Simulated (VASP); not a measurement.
# TaN (P2_1) in VASP: further runs

The runs below take TaN through single point, with PBEsol.

All numbers are computed with VASP 6.6.1; they aren't measurements. Logs are shortened: lines on timing, memory, paths and dates and some standing lists are left out, and cuts for length are marked.

### 1 The cell of the first run

It takes space group P2_1 (No. 4, monoclinic). The conventional cell has a = 2.889 Å, b = 5.860 Å, c = 2.889 Å, α = 90.00°, β = 120.00°, γ = 90.00°. Within 2.8 Å of Ta (site symmetry 1) lie 6 N at 2.11 to 2.34 Å. N (site symmetry 1) has 6 Ta at 2.11 to 2.34 Å within 2.8 Å.

### 2 Single point, PBEsol (mode 4 frozen in at -0.095 Å and mode 5 at -0.142 Å (largest displacements))

INCAR

```
SYSTEM = TaN
ALGO = Normal
EDIFF = 1E-6
ENCUT = 520
GGA = PS
ISIF = 2
ISMEAR = 0
LASPH = .True.
LCHARG = .True.
LELF = .True.
LREAL = .False.
LVHAR = .True.
LWAVE = .False.
NBANDS = 24
NELM = 80
PREC = Accurate
SIGMA = 0.15
```

KPOINTS

```
k-points
0
Gamma
  15 15 8
  0 0 0
```

POSCAR

```
TaN
1.0
    2.8891806446      0.0000000000      0.0000000000
   -1.4445903223      2.5021038344      0.0000000000
    0.0000000000      0.0000000000      5.8600190937
Ta N
2 2
Direct
   -0.0611535795     -0.0567522411      0.0000000000
    0.0611535795      0.0567522411      0.5000000000
    0.3333333333      0.6666666667      0.2500000000
    0.6666666667      0.3333333333      0.7500000000
```

Potentials or basis: VASP PAW PBE potentials, release 64 (Ta_pv, N).

The run is started by

```bash
$ cat potpaw_PBE.64/Ta_pv/POTCAR potpaw_PBE.64/N/POTCAR > POTCAR
$ mpirun -np 1 vasp_std > vasp.out
```

OUTCAR:

```text
SYSTEM = TaN
   EDIFF = 1E-6
   ENCUT = 520
   GGA = PS
   ISIF = 2
   ISMEAR = 0
   LASPH = .True.
   LREAL = .False.
   NELM = 80
   PREC = Accurate

 ion  position               nearest neighbor table
   1  0.939  0.943  0.000-   3 2.11   4 2.12   4 2.22   3 2.23   3 2.33   4 2.34   2 2.95   2 2.95

   2  0.061  0.057  0.500-   4 2.11   3 2.12   3 2.22   4 2.23   4 2.33   3 2.34   1 2.95   1 2.95

   3  0.333  0.667  0.250-   1 2.11   2 2.12   2 2.22   1 2.23   1 2.33   2 2.34
   4  0.667  0.333  0.750-   2 2.11   1 2.12   1 2.22   2 2.23   2 2.33   1 2.34

  LATTYP: Found a hexagonal cell.
 ALAT       =     2.8891806446
 C/A-ratio  =     2.0282633087

  Lattice vectors:

 A1 = (   2.8891806446,   0.0000000000,   0.0000000000)
 A2 = (  -1.4445903223,   2.5021038344,   0.0000000000)
 A3 = (   0.0000000000,   0.0000000000,   5.8600190937)

Analysis of symmetry for initial positions (statically):
=====================================================================
 Subroutine PRICEL returns:
 Original cell was already a primitive cell.

 Routine SETGRP: Setting up the symmetry group for a
 hexagonal supercell.

 Subroutine GETGRP returns: Found  2 space group operations
 (whereof  1 operations were pure point group operations)
 out of a pool of 24 trial point group operations.

The static configuration has the point symmetry C_1 .
 The point group associated with its full space group is C_2 .

Analysis of symmetry for dynamics (positions and initial velocities):
=====================================================================
 Subroutine PRICEL returns:
 Original cell was already a primitive cell.

 Routine SETGRP: Setting up the symmetry group for a
 hexagonal supercell.

 Subroutine GETGRP returns: Found  2 space group operations
 (whereof  1 operations were pure point group operations)
 out of a pool of 24 trial point group operations.

The dynamic configuration has the point symmetry C_1 .
 The point group associated with its full space group is C_2 .

 Subroutine INISYM returns: Found  2 space group operations
 (whereof  1 operations are pure point group operations),
 and found     1 'primitive' translations

----------------------------------------------------------------------------------------

                                     Primitive cell

  volume of cell :      42.3623

  direct lattice vectors                    reciprocal lattice vectors
     2.889180645  0.000000000  0.000000000     0.346118891  0.199831835  0.000000000
    -1.444590322  2.502103834  0.000000000     0.000000000  0.399663670  0.000000000
     0.000000000  0.000000000  5.860019094     0.000000000  0.000000000  0.170647908

  length of vectors
     2.889180645  2.889180645  5.860019094     0.399663670  0.399663670  0.170647908

  position of ions in fractional coordinates (direct lattice)
     0.938846420  0.943247759  0.000000000
     0.061153580  0.056752241  0.500000000
     0.333333333  0.666666667  0.250000000
     0.666666667  0.333333333  0.750000000

  ion indices of the primitive-cell ions
   primitive index   ion index
                 1           1
                 2           2
                 3           3
                 4           4

----------------------------------------------------------------------------------------

 KPOINTS: k-points

Automatic generation of k-mesh.
 Grid dimensions read from file:
 generate k-points for:   15   15    8

 Generating k-lattice:

  Cartesian coordinates                     Fractional coordinates (reciprocal lattice)
     0.023074593  0.013322122  0.000000000     0.066666667  0.000000000  0.000000000
     0.000000000  0.026644245  0.000000000     0.000000000  0.066666667  0.000000000
     0.000000000  0.000000000  0.021330989     0.000000000  0.000000000  0.125000000

  Length of vectors
     0.026644245  0.026644245  0.021330989

  Shift w.r.t. Gamma in fractional coordinates (k-lattice)
     0.000000000  0.000000000  0.000000000

 Subroutine IBZKPT returns following result:
 ===========================================

 Found    565 irreducible k-points:

 Following reciprocal coordinates:
            Coordinates               Weight
  0.000000  0.000000  0.000000      1.000000
  0.066667 -0.000000  0.000000      2.000000
  0.000000  0.066667  0.000000      2.000000
 -0.066667  0.066667  0.000000      2.000000
  0.133333  0.000000  0.000000      2.000000
  0.000000  0.133333  0.000000      2.000000
[... 16 lines left out ...]
  0.066667  0.066667  0.000000      2.000000
 -0.066667  0.133333  0.000000      2.000000
 [... further k-points ...]
   k-points           NKPTS =    565   k-points in BZ     NKDIM =    565   number of bands    NBANDS=     24
   number of dos      NEDOS =    301   number of ions     NIONS =      4
   total plane-waves  NPLWV =  27648
   dimension x,y,z NGX =    24 NGY =   24 NGZ =   48
   dimension x,y,z NGXF=    48 NGYF=   48 NGZF=   96
   ions per type =               2   2
   NGX,Y,Z   is equivalent  to a cutoff of  13.81, 13.81, 13.62 a.u.
   NGXF,Y,Z  is equivalent  to a cutoff of  27.62, 27.62, 27.23 a.u.
 SYSTEM =  TaN
   PREC   = accura    normal or accurate (medium, high low for compatibility)
   ISTART =      0    job   : 0-new  1-cont  2-samecut
   ICHARG =      2    charge: 1-file 2-atom 10-const
   ISPIN  =      1    spin polarized calculation?
   LNONCOLLINEAR =      F non collinear calculations
   LSORBIT =      F    spin-orbit coupling
   LASPH  =      T    aspherical Exc in radial PAW
   ENCUT  =  520.0 eV  38.22 Ry    6.18 a.u.   5.37  5.37 10.90*2*pi/ulx,y,z
   NELM   =     80;   NELMIN=  2; NELMDL= -5     # of ELM steps
   EDIFF  = 0.1E-05   stopping-criterion for ELM
   LREAL  =      F    real-space projection
   EDIFFG = 0.1E-04   stopping-criterion for IOM
   NSW    =      0    number of steps for IOM
   IBRION =     -1    ionic relax: 0-MD 1-quasi-New 2-CG
   NFREE  =      0    steps in history (QN), initial steepest desc. (CG)
   ISIF   =      2    stress and relaxation
   ISYM   =      2    0-nonsym 1-usesym 2-fastsym
   POTIM  = 0.5000    time-step for ionic-motion
   TEBEG  =    0.0;   TEEND  =   0.0 temperature during run
   PSTRESS=    0.0 pullay stress
   NELECT =      32.0000    total number of electrons
   NUPDOWN=      -1.0000    fix difference up-down
   EMIN   =  10.00;   EMAX   =-10.00  energy-range for DOS
   EFERMI =   0.00;   METHOD = LEGACY
   ISMEAR =     0;   SIGMA  =   0.15  broadening in eV -4-tet -1-fermi 0-gaus
   EFERMI_NEDOS =   21; number of points for ismear=-14 and -15
   IALGO  =     38    algorithm
   IMIX   =      4    mixing-type and parameters
     AMIX     =   0.40;   BMIX     =  1.00
     AMIX_MAG =   1.60;   BMIX_MAG =  1.00
  volume/ion in A,a.u.               =      10.59        71.47
  Fermi-wavevector in a.u.,A,eV,Ry     =   1.490957  2.817500 30.245111  2.222953
  Thomas-Fermi vector in A             =   2.603673
   LORBIT       =      0    0 simple, 1 ext, 2 COOP (PROOUT), +10 PAW based schemes
   GGA     = PS    functional components
   LHFCALC =     F    Hartree Fock is set to
   AEXX    =    0.0000 exact exchange contribution
   IVDW    =     0    specifies the selected vdW correction
   LEPSILON=     F    determine dielectric tensor
   LRPA    =     F    only Hartree local field effects (RPA)
 non-spin polarized calculation
 Gauss-broadening in eV      SIGMA  =   0.15
  energy-cutoff  :      520.00
  volume of cell :       42.36
 maximum number of plane-waves:      1174
 NGX is ok and might be reduce to    24
   NGX = 11   NGY = 11   NGZ = 21

 number of electron      31.9999999 magnetization

 Free energy of the ion-electron system (eV)
  ---------------------------------------------------
  ext. energy  EPLUGINS =         0.00000000
  ---------------------------------------------------
  free energy    TOTEN  =       -46.35596008 eV

  energy without entropy =      -46.34130504  energy(sigma->0) =      -46.34863256

 E-fermi :   8.3137     XC(G=0): -13.5920

 val. band max:        8.3111400485   @ k =  -0.1333   0.1333   0.1250
 cond. band min:       8.3147914574   @ k =   0.0667   0.1333   0.0000
 fundamental gap:      0.0036514089
 Fermi energy:         8.3137074831

 k-point     1 :       0.0000    0.0000    0.0000
  band No.  band energies     occupation
      1     -27.2435      2.00000
      2     -26.4392      2.00000
      3     -26.1315      2.00000
      4     -26.1223      2.00000
      5     -26.0824      2.00000
      6     -26.0610      2.00000
[... 16 lines left out ...]
     23      12.7019      0.00000
     24      14.2817      0.00000

 k-point     2 :       0.0667   -0.0000    0.0000
  band No.  band energies     occupation
      1     -27.2302      2.00000
      2     -26.4322      2.00000
      3     -26.1877      2.00000
      4     -26.1360      2.00000
      5     -26.1312      2.00000
      6     -26.0751      2.00000
[... 16 lines left out ...]
     23      12.6821      0.00000
     24      14.1806      0.00000

 k-point     3 :       0.0000    0.0667    0.0000
  band No.  band energies     occupation
      1     -27.2303      2.00000
      2     -26.4322      2.00000
      3     -26.1867      2.00000
      4     -26.1370      2.00000
      5     -26.1294      2.00000
      6     -26.0770      2.00000
[... 16 lines left out ...]
     23      12.6988      0.00000
     24      14.1829      0.00000

 k-point     4 :      -0.0667    0.0667    0.0000
  band No.  band energies     occupation
      1     -27.2305      2.00000
      2     -26.4318      2.00000
      3     -26.1800      2.00000
      4     -26.1436      2.00000
      5     -26.1134      2.00000
      6     -26.0935      2.00000
[... 16 lines left out ...]
     23      12.7124      0.00000
     24      14.2110      0.00000

 k-point     5 :       0.1333    0.0000    0.0000
  band No.  band energies     occupation
      1     -27.1923      2.00000
      2     -26.4127      2.00000
      3     -26.3470      2.00000
      4     -26.2750      2.00000
      5     -26.1705      2.00000
      6     -26.1077      2.00000
[... 451 lines left out ...]
 k-point    22 :      -0.4667    0.4667    0.0000
  band No.  band energies     occupation
      1     -27.3232      2.00000
      2     -27.1683      2.00000
      3     -26.9319      2.00000
      4     -26.4011      2.00000
      5     -26.3389      2.00000
      6     -26.2655      2.00000
[... 16 lines left out ...]
     23      15.1549      0.00000
     24      15.4257      0.00000

 k-point    23 :       0.0667    0.0667    0.0000
  band No.  band energies     occupation
      1     -27.2044      2.00000
      2     -26.4192      2.00000
      3     -26.2962      2.00000
      4     -26.2296      2.00000
      5     -26.1595      2.00000
      6     -26.0960      2.00000
[... 16 lines left out ...]
     23      12.7752      0.00000
     24      14.0224      0.00000

 k-point    24 :      -0.0667    0.1333    0.0000
  band No.  band energies     occupation
      1     -27.2053      2.00000
      2     -26.4181      2.00000
      3     -26.2881      2.00000
      4     -26.2152      2.00000
      5     -26.1670      2.00000
      6     -26.1119      2.00000
[... 16 lines left out ...]
     23      12.9026      0.00000
     24      14.0170      0.00000

 [... further k-points ...]
[... 5 lines left out ...]
  --------------------------------------------------------------------------------------
  -------------------------------------------------------------------------------------
  Total        1.0250699      1.2836666      2.2585474      0.3062034      0.0000000      0.0000000
  in kB       38.7690372     48.5493896     85.4202298     11.5808808      0.0000000      0.0000000
  external PRESSURE =      57.5795522 kB  Pullay stress =       0.0000000 kB

 VOLUME and BASIS-vectors are now :
 -----------------------------------------------------------------------------
  energy-cutoff  :      520.00
  volume of cell :       42.36
      direct lattice vectors                 reciprocal lattice vectors
     2.889180645  0.000000000  0.000000000     0.346118891  0.199831835  0.000000000
    -1.444590322  2.502103834  0.000000000     0.000000000  0.399663670  0.000000000
     0.000000000  0.000000000  5.860019094     0.000000000  0.000000000  0.170647908

 POSITION                                       TOTAL-FORCE (eV/Angst)
 -----------------------------------------------------------------------------------
      1.34989      2.36010      0.00000         1.318074      1.976705     -0.010069
      0.09470      0.14200      2.93001        -1.318074     -1.976705     -0.010069
     -0.00000      1.66807      1.46500        -0.169749      0.070495      0.010069
      1.44459      0.83403      4.39501         0.169749     -0.070495      0.010069
 -----------------------------------------------------------------------------------
    total drift:                               -0.000000      0.000000     -0.000003

  FREE ENERGIE OF THE ION-ELECTRON SYSTEM (eV)
  ---------------------------------------------------
  free  energy   TOTEN  =       -46.3559600835 eV

  energy  without entropy=      -46.3413050361  energy(sigma->0) =      -46.34863256
```

Run time: 8.7 min. Hardware: 1 thread of Oxide Virtual Turin-like, shared host; peak memory 0.53 GiB.

Results:

```
Free energy            : -46.3560 eV
Pressure               : 5.8 GPa
Largest force          : 2.376 eV/Å
Band gap on the k mesh : zero (band 16 reaches 8.69 eV, above the bottom of band 17 at 7.96 eV)
```

Forces on the atoms (eV/Å):
```
Ta   1.318  1.977 -0.010
Ta  -1.318 -1.977 -0.010
N   -0.170  0.070  0.010
N    0.170 -0.070  0.010
```

Stress tensor (GPa, compression positive):
```
3.88 1.16 0.00
1.16 4.85 0.00
0.00 0.00 8.54
```

Caveat: the cell differs from its parent crystal (mode 4 frozen in at -0.095 Å and mode 5 at -0.142 Å (largest displacements)); the PAW data sets were made with another functional, which shifts forces and pressure a little; spin-orbit coupling is left out, which moves the levels of the heavy elements.

[end of part 1 of 2]
